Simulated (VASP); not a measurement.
# ZnO (P6_3mc) in VASP: notebook, part 2 of 2

VASP 6.6.1. Earlier steps stand in the parts before.

### 5 Single point, PBEsol (c/a of the conventional cell at fixed volume 1.5281)

The input, INCAR:

```
PREC     = Accurate       # precision mode
ENCUT    = 520            # plane-wave cutoff, eV
EDIFF    = 1E-6           # SCF threshold, eV
ISMEAR   = 0              # smearing method
SIGMA    = 0.05           # smearing width, eV
LREAL    = False          # projectors in reciprocal space
LASPH    = True           # aspherical terms in the spheres
NELM     = 100            # most SCF steps
ALGO     = Normal         # electronic algorithm
ISIF     = 2              # what is computed and relaxed
LWAVE    = False          # write WAVECAR
LCHARG   = False          # write CHGCAR
GGA      = PS             # functional
NBANDS   = 26             # bands
```

The input, KPOINTS:

```
regular mesh
0
Gamma
  9 9 6
```

The input, POSCAR:

```
ZnO
1.0
    3.2905078253      0.0000000000      0.0000000000
   -1.6452539126      2.8496633681      0.0000000000
    0.0000000000      0.0000000000      5.0282250078
Zn O
2 2
Direct
    0.3333333333      0.6666666667      0.0015754469
    0.6666666667      0.3333333333      0.5015754469
    0.3333333333      0.6666666667      0.3956145713
    0.6666666667      0.3333333333      0.8956145713
```

Potentials or basis: VASP PAW PBE potentials, release 64 (Zn, O).

On the command line:

```console
$ cat potpaw_PBE.64/Zn/POTCAR potpaw_PBE.64/O/POTCAR > POTCAR
$ mpirun -np 1 vasp_std > vasp.out
```

OUTCAR:

```text
PREC = Accurate
   ENCUT = 520
   EDIFF = 1E-6
   ISMEAR = 0
   LREAL = False
   LASPH = True
   NELM = 100
   ISIF = 2
   GGA = PS

 ion  position               nearest neighbor table
   1  0.333  0.667  0.002-   4 1.97   4 1.97   4 1.97   3 1.98
   2  0.667  0.333  0.502-   3 1.97   3 1.97   3 1.97   4 1.98
   3  0.333  0.667  0.396-   2 1.97   2 1.97   2 1.97   1 1.98
   4  0.667  0.333  0.896-   1 1.97   1 1.97   1 1.97   2 1.98

  LATTYP: Found a hexagonal cell.
 ALAT       =     3.2905078253
 C/A-ratio  =     1.5281000000

  Lattice vectors:

 A1 = (   3.2905078253,   0.0000000000,   0.0000000000)
 A2 = (  -1.6452539126,   2.8496633681,   0.0000000000)
 A3 = (   0.0000000000,   0.0000000000,   5.0282250078)

Analysis of symmetry for initial positions (statically):
=====================================================================
 Subroutine PRICEL returns:
 Original cell was already a primitive cell.

 Routine SETGRP: Setting up the symmetry group for a
 hexagonal supercell.

 Subroutine GETGRP returns: Found 12 space group operations
 (whereof  6 operations were pure point group operations)
 out of a pool of 24 trial point group operations.

The static configuration has the point symmetry C_3v.
 The point group associated with its full space group is C_6v.

Analysis of symmetry for dynamics (positions and initial velocities):
=====================================================================
 Subroutine PRICEL returns:
 Original cell was already a primitive cell.

 Routine SETGRP: Setting up the symmetry group for a
 hexagonal supercell.

 Subroutine GETGRP returns: Found 12 space group operations
 (whereof  6 operations were pure point group operations)
 out of a pool of 24 trial point group operations.
[... 114 lines left out ...]
   POTIM  = 0.5000    time-step for ionic-motion
   TEBEG  =    0.0;   TEEND  =   0.0 temperature during run
   PSTRESS=    0.0 pullay stress
   NELECT =      36.0000    total number of electrons
   NUPDOWN=      -1.0000    fix difference up-down
   EMIN   =  10.00;   EMAX   =-10.00  energy-range for DOS
   EFERMI =   0.00;   METHOD = LEGACY
   ISMEAR =     0;   SIGMA  =   0.05  broadening in eV -4-tet -1-fermi 0-gaus
   EFERMI_NEDOS =   21; number of points for ismear=-14 and -15
   IALGO  =     38    algorithm
   IMIX   =      4    mixing-type and parameters
     AMIX     =   0.40;   BMIX     =  1.00
     AMIX_MAG =   1.60;   BMIX_MAG =  1.00
  volume/ion in A,a.u.               =      11.79        79.54
  Fermi-wavevector in a.u.,A,eV,Ry     =   1.496300  2.827597 30.462260  2.238913
  Thomas-Fermi vector in A             =   2.608334
   LORBIT       =      0    0 simple, 1 ext, 2 COOP (PROOUT), +10 PAW based schemes
   GGA     = PS    functional components
   LHFCALC =     F    Hartree Fock is set to
   AEXX    =    0.0000 exact exchange contribution
   IVDW    =     0    specifies the selected vdW correction
   LEPSILON=     F    determine dielectric tensor
   LRPA    =     F    only Hartree local field effects (RPA)
 non-spin polarized calculation
 Gauss-broadening in eV      SIGMA  =   0.05
  energy-cutoff  :      520.00
  volume of cell :       47.15
 maximum number of plane-waves:      1287
   NGX = 13   NGY = 13   NGZ = 19

 number of electron      36.0000031 magnetization

 Free energy of the ion-electron system (eV)
  ---------------------------------------------------
  ext. energy  EPLUGINS =         0.00000000
  ---------------------------------------------------
  free energy    TOTEN  =       -19.38221073 eV

  energy without entropy =      -19.38221073  energy(sigma->0) =      -19.38221073

 E-fermi :   1.3420     XC(G=0): -11.2361

 val. band max:        1.1020516794   @ k =   0.0000   0.0000   0.0000
 cond. band min:       1.8470385657   @ k =   0.0000   0.0000   0.0000
 fundamental gap:      0.7449868863
 Fermi energy:         1.3420021705

 k-point     1 :       0.0000    0.0000    0.0000
  band No.  band energies     occupation
      1     -16.9687      2.00000
      2     -16.1324      2.00000
      3      -4.6462      2.00000
      4      -4.6462      2.00000
      5      -4.4937      2.00000
      6      -4.4937      2.00000
[... 685 lines left out ...]
     25      14.3543      0.00000
     26      15.3558      0.00000

 [... further k-points ...]
[... 5 lines left out ...]
  --------------------------------------------------------------------------------------
  -------------------------------------------------------------------------------------
  Total       -0.3877934     -0.3877934      1.1373851     -0.0000000     -0.0000000      0.0000000
  in kB      -13.1777067    -13.1777067     38.6497705     -0.0000000     -0.0000000      0.0000000
  external PRESSURE =       4.0981190 kB  Pullay stress =       0.0000000 kB

 VOLUME and BASIS-vectors are now :
 -----------------------------------------------------------------------------
  energy-cutoff  :      520.00
  volume of cell :       47.15
      direct lattice vectors                 reciprocal lattice vectors
     3.290507825  0.000000000  0.000000000     0.303904459  0.175459321  0.000000000
    -1.645253913  2.849663368  0.000000000     0.000000000  0.350918642  0.000000000
     0.000000000  0.000000000  5.028225008     0.000000000  0.000000000  0.198877337

 POSITION                                       TOTAL-FORCE (eV/Angst)
 -----------------------------------------------------------------------------------
     -0.00000      1.89978      0.00792        -0.000000      0.000000     -0.012374
      1.64525      0.94989      2.52203         0.000000     -0.000000     -0.012374
     -0.00000      1.89978      1.98924        -0.000000      0.000000      0.012374
      1.64525      0.94989      4.50335         0.000000      0.000000      0.012374
 -----------------------------------------------------------------------------------
    total drift:                                0.000000      0.000001     -0.003048

  FREE ENERGIE OF THE ION-ELECTRON SYSTEM (eV)
  ---------------------------------------------------
  free  energy   TOTEN  =       -19.3822107318 eV

  energy  without entropy=      -19.3822107318  energy(sigma->0) =      -19.38221073
```

OSZICAR:

```text
N       E                     dE             d eps       ncg     rms          rms(c)
DAV:   1     0.292416135539E+03    0.29242E+03   -0.18031E+04  2520   0.200E+03
DAV:   2     0.876567772575E+01   -0.28365E+03   -0.26582E+03  2632   0.409E+02
DAV:   3    -0.215863473732E+02   -0.30352E+02   -0.29970E+02  2738   0.138E+02
DAV:   4    -0.221802810728E+02   -0.59393E+00   -0.59267E+00  2780   0.195E+01
DAV:   5    -0.221832666974E+02   -0.29856E-02   -0.29855E-02  2646   0.142E+00    0.141E+01
DAV:   6    -0.192544566417E+02    0.29288E+01   -0.55783E+00  3928   0.603E+01    0.910E+00
DAV:   7    -0.194310514341E+02   -0.17659E+00   -0.26299E+00  2562   0.159E+01    0.543E+00
DAV:   8    -0.194299070078E+02    0.11444E-02   -0.49617E-01  3518   0.717E+00    0.162E+00
DAV:   9    -0.193802545959E+02    0.49652E-01   -0.93271E-02  3620   0.608E+00    0.351E-01
DAV:  10    -0.193821610796E+02   -0.19065E-02   -0.36686E-02  2516   0.131E+00    0.111E-01
DAV:  11    -0.193821821435E+02   -0.21064E-04   -0.56206E-04  2672   0.197E-01    0.236E-02
DAV:  12    -0.193822103861E+02   -0.28243E-04   -0.31184E-05  2630   0.768E-02    0.189E-02
DAV:  13    -0.193822107318E+02   -0.34570E-06   -0.49571E-06  2750   0.402E-02
   1 F= -.19382211E+02 E0= -.19382211E+02  d E =-.115522E-13
```

stdout:

```text
POSCAR found type information on POSCAR ZnO
 POSCAR found :  2 types and       4 ions
 scaLAPACK will be used
 -----------------------------------------------------------------------------
|                                                                             |
|                                                                             |
|     You enforced a specific xc type in the INCAR file but a different       |
|     I HOPE YOU KNOW WHAT YOU ARE DOING!                                     |
|                                                                             |
 -----------------------------------------------------------------------------

 LDA part: xc-table for (Slater+PW92), standard interpolation
 POSCAR, INCAR and KPOINTS ok, starting setup
 FFT: planning ... GRIDC
 FFT: planning ... GRID_SOFT
 FFT: planning ... GRID
 WAVECAR not read
 entering main loop
```

It took 49 s on 1 thread of AMD EPYC 7R43 (Zen 3), shared host; peak memory 0.15 GiB.

What came out:

```yaml
Free_energy: -19.3822 eV
Pressure: 0.4 GPa
Largest_force: 0.012 eV/Å
Band_gap_on_the_k_mesh: 0.74 eV, direct
```

Forces in eV/Å, atoms in the order of the input:
```
Zn   0.000  0.000 -0.012
Zn   0.000  0.000 -0.012
O    0.000  0.000  0.012
O    0.000  0.000  0.012
```

Caveat: the PAW data sets were made with another functional, which shifts forces and pressure a little.

### 6 Single point, PBEsol (c/a of the conventional cell at fixed volume 1.5281)

The input, INCAR:

```
SYSTEM = ZnO
PREC     = Accurate       ! precision mode
ENCUT    = 520            ! plane-wave cutoff, eV
EDIFF    = 1E-6           ! SCF threshold, eV
ISMEAR   = 0              ! smearing method
SIGMA    = 0.05           ! smearing width, eV
LREAL    = .FALSE.        ! projectors in reciprocal space
LASPH    = .TRUE.         ! aspherical terms in the spheres
NELM     = 60             ! most SCF steps
ALGO     = Normal         ! electronic algorithm
ISIF     = 2              ! what is computed and relaxed
LWAVE    = .FALSE.        ! write WAVECAR
LCHARG   = .FALSE.        ! write CHGCAR
GGA      = PS             ! functional
NBANDS   = 26             ! bands
```

The input, KPOINTS:

```
Automatic mesh
0
G
  9 9 6
  0 0 0
```

POSCAR, as its differences from that of step 5:

```diff
@@ -10,3 +10,3 @@
     0.6666666667      0.3333333333      0.5015754469
-    0.3333333333      0.6666666667      0.3956145713
-    0.6666666667      0.3333333333      0.8956145713
+    0.3333333333      0.6666666667      0.4257754335
+    0.6666666667      0.3333333333      0.9257754335
```

Potentials or basis: VASP PAW PBE potentials, release 64 (Zn, O).

On the command line:

```console
$ cat potpaw_PBE.64/Zn/POTCAR potpaw_PBE.64/O/POTCAR > POTCAR
$ mpirun -np 1 vasp_std > vasp.out
```

Run time: 48 s. Hardware: 1 thread of AMD EPYC 7R43 (Zen 3), shared host; peak memory 0.15 GiB.

It converged, with:

```
Free energy            : -19.2893 eV
Pressure               : 0.6 GPa
Largest force          : 0.501 eV/Å
Band gap on the k mesh : 0.77 eV, direct
```

Forces on the atoms (eV/Å):
```
Zn   0.000  0.000  0.501
Zn   0.000  0.000  0.501
O    0.000  0.000 -0.501
O    0.000  0.000 -0.501
```

Stress tensor (GPa, compression positive):
```
 2.23  0.00  0.00
 0.00  2.23  0.00
 0.00  0.00 -2.68
```

Levels at points of the mesh, in eV from the valence-band top:
| k point | band 14 | band 15 | band 16 | band 17 | band 18 | band 19 | band 20 | band 21 | band 22 | band 23 |
| --- | --- | --- | --- | --- | --- | --- | --- | --- | --- | --- |
| (0.00, 0.00, 0.00) | -0.61 | -0.61 | -0.45 | 0.00 | 0.00 | 0.77 | 4.82 | 8.41 | 12.28 | 12.28 |
| (0.00, 0.00, 0.50) | -2.30 | -0.30 | -0.30 | -0.30 | -0.30 | 3.48 | 3.48 | 10.07 | 10.07 | 12.52 |

Caveat: the PAW data sets were made with another functional, which shifts forces and pressure a little.

### 7 Summary

```tsv
cell	gap on the mesh (eV)	pressure (GPa)	largest force (eV/Å)
a = 3.260, b = 3.260, c = 5.122 Å, angles 90.0, 90.0, 120.0°, 4 atoms	0.79	5.4	2.35
a = 3.231, b = 3.231, c = 5.215 Å, angles 90.0, 90.0, 120.0°, 4 atoms	0.75	3.7	0.68
a = 3.175, b = 3.175, c = 5.399 Å, angles 90.0, 90.0, 120.0°, 4 atoms	0.78	2.5	2.13
a = 3.291, b = 3.291, c = 5.028 Å, angles 90.0, 90.0, 120.0°, 4 atoms	0.77	0.6	0.50
```

Some of these runs hold the atoms at other places in the same cell, which the table doesn't show; runs alike in all that it shows share one row.

Alike in all rows: task single point; level PBEsol; potentials or basis VASP PAW PBE potentials, release 64 (Zn, O); no spin polarisation; k mesh 9 × 9 × 6; cutoff (eV) 520; smearing gaussian 0.05 eV.

Caveats: the PAW data sets were made with another functional, which shifts forces and pressure a little.

Absolute energies hang on the potentials; compare differences alone.
